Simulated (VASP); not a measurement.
# WS (Fm-3m) in VASP: notebook, part 2 of 2

VASP 6.6.1. The steps go on from the part before.

**3. Single point, PBE+U, collinear spin**

INCAR reads:

```
  PREC = Accurate
  ENCUT = 520
  EDIFF = 1E-6
  ISMEAR = 0
  SIGMA = 0.1
  LREAL = F
  LASPH = T
  NELM = 150
  ALGO = Normal
  ISIF = 2
  LWAVE = F
  LCHARG = F
  ISPIN = 2
  MAGMOM = 0.5 0
  LORBIT = 11
  LMAXMIX = 4
  LDAU = T
  LDAUTYPE = 2
  LDAUL = 2 -1
  LDAUU = 6.2 0
  LDAUJ = 0 0
  LDAUPRINT = 1
  GGA = PE
  NBANDS = 21
```

KPOINTS reads:

```
Automatic mesh
0
Gamma
  14 14 14
```

POSCAR reads:

```
WS
1.0
    0.0000000000      2.7419823685      2.7419823685
    2.7419823685      0.0000000000      2.7419823685
    2.7419823685      2.7419823685      0.0000000000
W S
1 1
Direct
    0.0000000000      0.0000000000      0.0000000000
    0.5000000000      0.5000000000      0.5000000000
```

Potentials or basis: VASP PAW PBE potentials, release 64 (W_sv, S).

The run is started by

```console
cat potpaw_PBE.64/W_sv/POTCAR potpaw_PBE.64/S/POTCAR > POTCAR
mpirun -np 1 vasp_std > vasp.out
```

OUTCAR:

```text
PREC = Accurate
   ENCUT = 520
   EDIFF = 1E-6
   ISMEAR = 0
   LREAL = F
   LASPH = T
   NELM = 150
   ISIF = 2
   ISPIN = 2
   LORBIT = 11
   GGA = PE

 ion  position               nearest neighbor table
   1  0.000  0.000  0.000-   2 2.74   2 2.74   2 2.74   2 2.74   2 2.74   2 2.74
   2  0.500  0.500  0.500-   1 2.74   1 2.74   1 2.74   1 2.74   1 2.74   1 2.74

  LATTYP: Found a face centered cubic cell.
 ALAT       =     5.4839647370

  Lattice vectors:

 A1 = (   0.0000000000,   2.7419823685,   2.7419823685)
 A2 = (   2.7419823685,   0.0000000000,   2.7419823685)
 A3 = (   2.7419823685,   2.7419823685,   0.0000000000)

Analysis of symmetry for initial positions (statically):
=====================================================================
 Subroutine PRICEL returns:
 Original cell was already a primitive cell.

 Routine SETGRP: Setting up the symmetry group for a
 face centered cubic supercell.

 Subroutine GETGRP returns: Found 48 space group operations
 (whereof 48 operations were pure point group operations)
 out of a pool of 48 trial point group operations.

The static configuration has the point symmetry O_h .

Analysis of symmetry for dynamics (positions and initial velocities):
=====================================================================
 Subroutine PRICEL returns:
 Original cell was already a primitive cell.

 Routine SETGRP: Setting up the symmetry group for a
 face centered cubic supercell.

 Subroutine GETGRP returns: Found 48 space group operations
 (whereof 48 operations were pure point group operations)
 out of a pool of 48 trial point group operations.

The dynamic configuration has the point symmetry O_h .

Analysis of structural, dynamic, and magnetic symmetry:
=====================================================================
 Subroutine PRICEL returns:
 Original cell was already a primitive cell.

 Routine SETGRP: Setting up the symmetry group for a
 face centered cubic supercell.

 Subroutine GETGRP returns: Found 48 space group operations
 (whereof 48 operations were pure point group operations)
 out of a pool of 48 trial point group operations.

The overall configuration has the point symmetry O_h .

 Subroutine INISYM returns: Found 48 space group operations
 (whereof 48 operations are pure point group operations),
 and found     1 'primitive' translations

----------------------------------------------------------------------------------------

                                     Primitive cell

  volume of cell :      41.2310

  direct lattice vectors                    reciprocal lattice vectors
     0.000000000  2.741982368  2.741982368    -0.182349823  0.182349823  0.182349823
     2.741982368  0.000000000  2.741982368     0.182349823 -0.182349823  0.182349823
     2.741982368  2.741982368  0.000000000     0.182349823  0.182349823 -0.182349823

  length of vectors
     3.877748653  3.877748653  3.877748653     0.315839158  0.315839158  0.315839158

[... 113 lines left out ...]
   LEPSILON=     F    determine dielectric tensor
   LRPA    =     F    only Hartree local field effects (RPA)
 spin polarized calculation
 Gauss-broadening in eV      SIGMA  =   0.10
  energy-cutoff  :      520.00
  volume of cell :       41.23
 maximum number of plane-waves:      1129
 NGX is ok and might be reduce to    30
   NGX = 15   NGY = 15   NGZ = 15

atom =   1  type =  1  l = 2

 onsite density matrix

spin component  1

  0.7936 -0.0000  0.0000 -0.0000  0.0000
 -0.0000  0.7936  0.0000 -0.0000 -0.0000
  0.0000  0.0000  0.3788  0.0000  0.0000
 -0.0000 -0.0000  0.0000  0.7936  0.0000
  0.0000 -0.0000  0.0000  0.0000  0.3788

spin component  2

  0.0301  0.0000  0.0000 -0.0000 -0.0000
  0.0000  0.0301  0.0000 -0.0000 -0.0000
  0.0000  0.0000  0.0688  0.0000 -0.0000
 -0.0000 -0.0000  0.0000  0.0301  0.0000
 -0.0000 -0.0000 -0.0000  0.0000  0.0688

 occupancies and eigenvectors

  o =  0.0301  v =  0.0000  0.0000  0.0000  0.0000  0.0000  1.0000  0.0000  0.0000  0.0000  0.0000      0.0000  0.0000  0.0000  0.0000  0.0000  0.0000  0.0000  0.0000  0.0000  0.0000
  o =  0.0301  v =  0.0000  0.0000  0.0000  0.0000  0.0000  0.0000 -0.0287 -0.0000 -0.9996  0.0000      0.0000  0.0000  0.0000  0.0000  0.0000  0.0000  0.0000  0.0000  0.0000  0.0000
  o =  0.0301  v =  0.0000  0.0000  0.0000  0.0000  0.0000  0.0000  0.9996 -0.0000 -0.0287  0.0000      0.0000  0.0000  0.0000  0.0000  0.0000  0.0000  0.0000  0.0000  0.0000  0.0000
  o =  0.0688  v =  0.0000  0.0000  0.0000  0.0000  0.0000  0.0000 -0.0000  0.0411  0.0000  0.9992      0.0000  0.0000  0.0000  0.0000  0.0000  0.0000  0.0000  0.0000  0.0000  0.0000
  o =  0.0688  v =  0.0000  0.0000  0.0000  0.0000  0.0000  0.0000 -0.0000  0.9992  0.0000 -0.0411      0.0000  0.0000  0.0000  0.0000  0.0000  0.0000  0.0000  0.0000  0.0000  0.0000
  o =  0.3788  v =  0.0000 -0.0000  0.9984 -0.0000  0.0563  0.0000  0.0000  0.0000  0.0000  0.0000      0.0000  0.0000  0.0000  0.0000  0.0000  0.0000  0.0000  0.0000  0.0000  0.0000
  o =  0.3788  v =  0.0000 -0.0000  0.0563 -0.0000 -0.9984  0.0000  0.0000  0.0000  0.0000  0.0000      0.0000  0.0000  0.0000  0.0000  0.0000  0.0000  0.0000  0.0000  0.0000  0.0000
  o =  0.7936  v =  1.0000  0.0000  0.0000  0.0000  0.0000  0.0000  0.0000  0.0000  0.0000  0.0000      0.0000  0.0000  0.0000  0.0000  0.0000  0.0000  0.0000  0.0000  0.0000  0.0000
  o =  0.7936  v =  0.0000  0.5394  0.0000 -0.8420  0.0000  0.0000  0.0000  0.0000  0.0000  0.0000      0.0000  0.0000  0.0000  0.0000  0.0000  0.0000  0.0000  0.0000  0.0000  0.0000
  o =  0.7936  v =  0.0000 -0.8420 -0.0000 -0.5394 -0.0000  0.0000  0.0000  0.0000  0.0000  0.0000      0.0000  0.0000  0.0000  0.0000  0.0000  0.0000  0.0000  0.0000  0.0000  0.0000

 number of electron      19.9999999 magnetization       3.7231517

 Free energy of the ion-electron system (eV)
  ---------------------------------------------------
  ext. energy  EPLUGINS =         0.00000000
  ---------------------------------------------------
  free energy    TOTEN  =       -10.24532837 eV

  energy without entropy =      -10.24125843  energy(sigma->0) =      -10.24329340

 E-fermi :   7.9716     XC(G=0): -10.7638

 val. band max:        7.9622708202   @ k =  -0.3571   0.2143   0.0000
 cond. band min:       7.9841244090   @ k =  -0.1429   0.0714   0.0000
 fundamental gap:      0.0218535888
 Fermi energy:         7.9716242925

 spin component 1

 k-point     1 :       0.0000    0.0000    0.0000
  band No.  band energies     occupation
      1     -67.6283      1.00000
      2     -32.0528      1.00000
      3     -32.0528      1.00000
      4     -32.0528      1.00000
      5      -7.5574      1.00000
      6       3.7115      1.00000
[... 1145 lines left out ...]
     20      21.9117      0.00000
     21      23.4039      0.00000

 [... further k-points ...]

------------------------ aborting loop because EDIFF is reached ----------------------------------------

  FORCE on cell =-STRESS in cart. coord.  units (eV):
  Direction    XX          YY          ZZ          XY          YZ          ZX
  --------------------------------------------------------------------------------------
  -------------------------------------------------------------------------------------
  Total       -1.2861058     -1.2861058     -1.2861058     -0.0000000      0.0000000      0.0000000
  in kB      -49.9762102    -49.9762102    -49.9762102     -0.0000000      0.0000000      0.0000000
  external PRESSURE =     -49.9762102 kB  Pullay stress =       0.0000000 kB

 VOLUME and BASIS-vectors are now :
 -----------------------------------------------------------------------------
  energy-cutoff  :      520.00
  volume of cell :       41.23
      direct lattice vectors                 reciprocal lattice vectors
     0.000000000  2.741982368  2.741982368    -0.182349823  0.182349823  0.182349823
     2.741982368  0.000000000  2.741982368     0.182349823 -0.182349823  0.182349823
     2.741982368  2.741982368  0.000000000     0.182349823  0.182349823 -0.182349823

 POSITION                                       TOTAL-FORCE (eV/Angst)
 -----------------------------------------------------------------------------------
      0.00000      0.00000      0.00000         0.000000     -0.000000      0.000000
      2.74198      2.74198      2.74198        -0.000000      0.000000      0.000000
 -----------------------------------------------------------------------------------
    total drift:                               -0.000000      0.000000      0.000000

  FREE ENERGIE OF THE ION-ELECTRON SYSTEM (eV)
  ---------------------------------------------------
  free  energy   TOTEN  =       -10.2453283746 eV

  energy  without entropy=      -10.2412584292  energy(sigma->0) =      -10.24329340

 total charge

# of ion       s       p       d       tot
------------------------------------------
    1        2.298   6.084   3.327  11.709
    2        1.321   2.353   0.000   3.673
--------------------------------------------------
tot          3.619   8.436   3.327  15.383

 magnetization (x)

# of ion       s       p       d       tot
------------------------------------------
    1        0.146   0.023   2.880   3.049
    2        0.013  -0.080   0.000  -0.067
--------------------------------------------------
tot          0.159  -0.057   2.880   2.982
```

stdout:

```text
POSCAR found type information on POSCAR W S
 POSCAR found :  2 types and       2 ions
 scaLAPACK will be used
 LDA part: xc-table for (Slater+PW92), standard interpolation
 POSCAR, INCAR and KPOINTS ok, starting setup
 FFT: planning ... GRIDC
 FFT: planning ... GRID_SOFT
 FFT: planning ... GRID
 WAVECAR not read
 entering main loop
```

Wall time 6.7 min (1 thread of Intel Xeon 8259CL, shared host); peak memory 0.29 GiB.

Results:

* Free energy: -10.2453 eV
* Pressure: -5.0 GPa
* Net moment: 3.72 μB per cell
* Site moments: W +3.05; S -0.07 μB
* Valence electrons inside the program's atomic spheres: W 11.71; S 3.67

Levels at points of the mesh, in eV from the Fermi level:
Spin up:
| k point | band 9 | band 10 | band 11 | band 12 | band 13 | band 14 | band 15 | band 16 |
| --- | --- | --- | --- | --- | --- | --- | --- | --- |
| (0.00, 0.00, 0.00) | -3.43 | -3.43 | -3.43 | -1.90 | -1.90 | -1.09 | 7.47 | 9.72 |
| (0.50, 0.00, 0.00) | -2.73 | -2.73 | -2.43 | 1.21 | 3.03 | 3.03 | 4.51 | 4.51 |
| (0.50, 0.50, 0.00) | -4.58 | -2.52 | -2.52 | -1.19 | -1.11 | 0.60 | 7.23 | 7.59 |
Spin down:
| k point | band 6 | band 7 | band 8 | band 9 | band 10 | band 11 |
| --- | --- | --- | --- | --- | --- | --- |
| (0.00, 0.00, 0.00) | -3.38 | -3.38 | -3.38 | 0.23 | 0.95 | 0.95 |
| (0.50, 0.00, 0.00) | -7.40 | -4.77 | -4.77 | 2.02 | 3.30 | 3.57 |
| (0.50, 0.50, 0.00) | -6.16 | -4.40 | -4.40 | -1.06 | 0.65 | 2.16 |

Eigenvalues of the final occupation matrices:
| site | spin | trace | eigenvalues |
| --- | --- | --- | --- |
| site 1 d | 1 | 3.14 | 0.38 0.38 0.79 0.79 0.79 |
| site 1 d | 2 | 0.23 | 0.03 0.03 0.03 0.07 0.07 |

Caveat: the cell stands under tension; spin-orbit coupling is left out, which moves the levels of the heavy elements.

**4. Single point, PBE+U, collinear spin**

INCAR reads:

```
SYSTEM = WS
  PREC = Accurate
  ENCUT = 520
  EDIFF = 1E-6
  ISMEAR = 0
  SIGMA = 0.1
  LREAL = .False.
  LASPH = .True.
  NELM = 150
  ALGO = Normal
  ISIF = 2
  LWAVE = .False.
  LCHARG = .False.
  ISPIN = 2
  MAGMOM = 1 0
  LORBIT = 11
  LMAXMIX = 4
  LDAU = .True.
  LDAUTYPE = 2
  LDAUL = 2 -1
  LDAUU = 6.2 0
  LDAUJ = 0 0
  LDAUPRINT = 1
  GGA = PE
  NBANDS = 21
```

KPOINTS reads:

```
regular mesh
0
Gamma
  14 14 14
  0 0 0
```

POSCAR is that of step 3.

The run is started by

```console
cat potpaw_PBE.64/W_sv/POTCAR potpaw_PBE.64/S/POTCAR > POTCAR
mpirun -np 1 vasp_std > vasp.out
```

It took 6.3 min on 1 thread of Intel Xeon 8259CL, shared host; peak memory 0.28 GiB.

The run converged. Its results:

* Free energy: -10.2453 eV
* Pressure: -5.0 GPa
* Net moment: 3.72 μB per cell
* Site moments: W +3.05; S -0.07 μB
* Valence electrons inside the program's atomic spheres: W 11.71; S 3.67

Levels at points of the mesh, in eV from the Fermi level:
Spin up:
| k point | band 9 | band 10 | band 11 | band 12 | band 13 | band 14 | band 15 | band 16 |
| --- | --- | --- | --- | --- | --- | --- | --- | --- |
| (0.00, 0.00, 0.00) | -3.43 | -3.43 | -3.43 | -1.90 | -1.90 | -1.09 | 7.48 | 9.72 |
| (0.50, 0.00, 0.00) | -2.73 | -2.73 | -2.43 | 1.21 | 3.03 | 3.03 | 4.51 | 4.51 |
| (0.50, 0.50, 0.00) | -4.58 | -2.52 | -2.52 | -1.19 | -1.11 | 0.61 | 7.23 | 7.59 |
Spin down:
```
           k point  band 6  band 7  band 8  band 9  band 10  band 11
(0.00, 0.00, 0.00)   -3.38   -3.38   -3.38    0.23     0.94     0.94
(0.50, 0.00, 0.00)   -7.40   -4.77   -4.77    2.02     3.30     3.57
(0.50, 0.50, 0.00)   -6.16   -4.40   -4.40   -1.06     0.65     2.16
```

Eigenvalues of the final occupation matrices:
```tsv
site	spin	trace	eigenvalues
site 1 d	1	3.14	0.38 0.38 0.79 0.79 0.79
site 1 d	2	0.23	0.03 0.03 0.03 0.07 0.07
```

Caveat: the cell stands under tension; spin-orbit coupling is left out, which moves the levels of the heavy elements.
